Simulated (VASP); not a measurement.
Here is a VASP 6.6.1 calculation.

File INCAR:

```
  PREC = Accurate
  ENCUT = 520
  EDIFF = 1E-6
  ISMEAR = -1
  SIGMA = 0.02
  LREAL = F
  LASPH = T
  NELM = 60
  ALGO = Normal
  ISIF = 2
  LWAVE = F
  LCHARG = T
  GGA = PE
  LELF = T
  LVHAR = T
  NBANDS = 17
```

KPOINTS

```
Automatic mesh
0
Gamma
  6 6 6
```

POSCAR

```
PbSe
1.0
    0.0000000000      3.4232041400      3.3698021555
    3.4232041400      0.0000000000      3.3698021555
    3.4232041400      3.4232041400      0.0000000000
Pb Se
1 1
Direct
    0.0000000000      0.0000000000      0.0000000000
    0.2500000000      0.2500000000      0.2500000000
```

Potentials or basis: VASP PAW PBE potentials, release 64 (Pb_d, Se).

The run is started by

```bash
$ cat potpaw_PBE.64/Pb_d/POTCAR potpaw_PBE.64/Se/POTCAR > POTCAR
$ mpirun -np 1 vasp_std > vasp.out
```

What does it give for the pressure?

1.3 GPa.

Estimate the band gap on the k mesh.

0.67 eV (least direct gap 1.12 eV).

Caveat: the cell differs from its parent crystal (uniaxial z strain -1.6%); spin-orbit coupling is left out, which moves the levels of the heavy elements. A k mesh can miss the band edges.
